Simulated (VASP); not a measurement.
Wanted: the native input for a VASP 6.6.1 run.

```
Task                   : single point
Functional             : PBE
Potentials or basis    : VASP PAW PBE potentials, release 64 (Si, C)
Cutoff                 : 520 eV
k mesh                 : 4 × 4 × 4
Occupations            : gaussian, width 0.1 eV
Spin                   : collinear spin
Starting moments       : [0.0, 0.0, 0.0, 0.0, 1.0, 1.0] μB
Dipole correction      : no
Further INCAR settings : ALGO = Normal; EDIFF = 1e-06; NBANDS = 25
```

The structure of Si2C lies in POSCAR:

```
Si2C
1.0
    0.0000000000      3.7644928834      3.7644928834
    3.7644928834      0.0000000000      3.7644928834
    3.7644928834      3.7644928834      0.0000000000
Si C
4 2
Direct
    0.6093392152      0.1719823545      0.6093392152
    0.6093392152      0.6093392152      0.6093392152
    0.1719823545      0.6093392152      0.6093392152
    0.6093392152      0.6093392152      0.1719823545
    0.0000000000      0.0000000000      0.0000000000
    0.7500000000      0.7500000000      0.7500000000
```

The cell was built from a structure type or drawn by symmetry, and may not be a known phase.

One way to write it, as run:

INCAR

```
PREC = Accurate ; ENCUT = 520
EDIFF = 1E-6 ; ISMEAR = 0
SIGMA = 0.1 ; LREAL = F
LASPH = T ; NELM = 150
ALGO = Normal ; ISIF = 2
LWAVE = F ; LCHARG = T
ISPIN = 2 ; MAGMOM = 0 0 0 0 1 1
LORBIT = 11 ; GGA = PE
LELF = T ; LVHAR = T
NBANDS = 25
```

KPOINTS

```
Automatic mesh
0
Gamma
  4 4 4
```

Potentials or basis: VASP PAW PBE potentials, release 64 (Si, C).

The run is started by

```sh
$ cat potpaw_PBE.64/Si/POTCAR potpaw_PBE.64/C/POTCAR > POTCAR
$ mpirun -np 1 vasp_std > vasp.out
```

Results of the run:

The pressure is 0.3 GPa. The largest force is 0.094 eV/Å and the net moment is 0.68 μB per cell. The site moments are Si -0.02; C +0.43, +0.00 μB and the valence electrons inside the program's atomic spheres are Si 1.63; C 2.02, 2.57.

Caveat: the k points lie up to 0.36 Å⁻¹ apart.

Wall time 95 s on 1 thread of Intel Xeon 8259CL, with other jobs on the host, peak memory 0.28 GiB.
